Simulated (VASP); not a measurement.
Input of a VASP 6.6.1 run:

File INCAR:

```
SYSTEM = Ge
PREC     = Accurate       ! precision mode
ENCUT    = 600            ! plane-wave cutoff, eV
EDIFF    = 1E-7           ! SCF threshold, eV
ISMEAR   = 0              ! smearing method
SIGMA    = 0.1            ! smearing width, eV
LREAL    = .FALSE.        ! projectors in reciprocal space
LASPH    = .TRUE.         ! aspherical terms in the spheres
NELM     = 80             ! most SCF steps
ALGO     = Normal         ! electronic algorithm
ISIF     = 3              ! what is computed and relaxed
LWAVE    = .FALSE.        ! write WAVECAR
LCHARG   = .FALSE.        ! write CHGCAR
GGA      = PE             ! functional
IBRION   = 2              ! ionic algorithm
NSW      = 100            ! ionic steps
EDIFFG   = -0.01          ! ionic threshold
```

File KPOINTS:

```
Automatic mesh
0
G
  22 22 22
  0 0 0
```

Contents of POSCAR:

```
Ge
1.0
    0.0000000000      2.2823871100      2.4699523400
    1.8141694800      0.0000000000      2.4699523400
    1.8141694800      2.2823871100      0.0000000000
Ge
1
Direct
    0.0000000000      0.0000000000      0.0000000000
```

Potentials or basis: VASP PAW PBE potentials, release 64 (Ge_d).

Command:

```bash
$ cat potpaw_PBE.64/Ge_d/POTCAR > POTCAR
$ mpirun -np 1 vasp_std > vasp.out
```

Question: What does it give for the space group after relaxing (to 0.1 Å)?

Answer: I4/mmm (No. 139).

Question: What does it give for the relaxed cell?

Answer: a = 3.207 Å, b = 2.947 Å, c = 2.948 Å, α = 65.92°, β = 57.02°, γ = 57.06°.

Question: Estimate the relaxed volume.

Answer: 19.37 Å³/atom.

Question: Predict the band gap on the k mesh.

Answer: Zero (bands 7 and 8 overlap by 11.34 eV).

Step by step:
| step | energy change (eV) | largest force (eV/Å) | pressure (GPa) | volume (Å³) |
| --- | --- | --- | --- | --- |
| 1 | 0.0000 | 0.0000 | -3.09 | 20.45 |
| 2 | -0.0121 | 0.0000 | 0.04 | 19.31 |
| 3 | -0.0120 | 0.0000 | 0.22 | 19.28 |
| 4 | -0.0130 | 0.0000 | 0.26 | 19.28 |
| 5 | -0.0154 | 0.0000 | 0.41 | 19.26 |
| 6 | -0.0180 | 0.0000 | 0.74 | 19.21 |
| 7 | -0.0184 | 0.0000 | -0.45 | 19.55 |
| 8 | -0.0185 | 0.0000 | -0.06 | 19.42 |
| 9 | -0.0185 | 0.0000 | -0.01 | 19.41 |
| 10 | -0.0186 | 0.0000 | -0.03 | 19.41 |
| 11 | -0.0187 | 0.0000 | -0.02 | 19.41 |
| 12 | -0.0189 | 0.0000 | -0.02 | 19.40 |
| 13 | -0.0191 | 0.0000 | 0.06 | 19.37 |
| 14 | -0.0191 | 0.0000 | -0.04 | 19.38 |
| 15 | -0.0191 | 0.0000 | -0.06 | 19.38 |
| 16 | -0.0190 | 0.0000 | 0.34 | 19.27 |
| 17 | -0.0191 | 0.0000 | 0.05 | 19.36 |
| 18 | -0.0191 | 0.0000 | -0.01 | 19.37 |
